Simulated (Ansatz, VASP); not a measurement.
# TiC: VASP and Ansatz over several settings

```xyz
2
Lattice="0.0000 2.2082 2.2082 2.2082 0.0000 2.2082 2.2082 2.2082 0.0000" Properties=species:S:1:pos:R:3 pbc="T T T"
Ti    0.0000    0.0000    0.0000
C     2.2082    2.2082    2.2082
```

Single points on this cell with VASP 6.6.1 and Ansatz 0.2.0. Each row is one pair of runs. Alike in all rows: spin: off; k mesh: 11 × 11 × 11; smearing: fermi-dirac, width 0.05 eV.

| level | VASP's potentials, cutoff | Ansatz's potentials, cutoff | gap on the k mesh at the Fermi level (eV), VASP | gap on the k mesh at the Fermi level (eV), Ansatz | pressure (GPa), VASP | pressure (GPa), Ansatz |
| --- | --- | --- | --- | --- | --- | --- |
| LDA | VASP PAW LDA potentials, release 64 (Ti_sv, C), 520 eV | Ansatz PAW, 420 eV | none | none | -23.8 | -24.4 |
| r2SCAN | VASP PAW PBE potentials, release 64 (Ti_sv, C), 520 eV | Ansatz PAW, 500 eV | none | none | -13.3 | -14.1 |
| LDA | VASP PAW LDA potentials, release 64 (Ti_sv, C), 520 eV | JTH PAW LDA, 1230 eV | none | none | -24.0 | -23.9 |
| r2SCAN+D4 | VASP PAW PBE potentials, release 64 (Ti_sv, C), 520 eV | Ansatz PAW, 500 eV | none | none | -14.8 | -15.7 |

Pressure (GPa): the two programs differ by at most 0.83.

A gap of «none» marks a metal or a gap that the smearing closes.
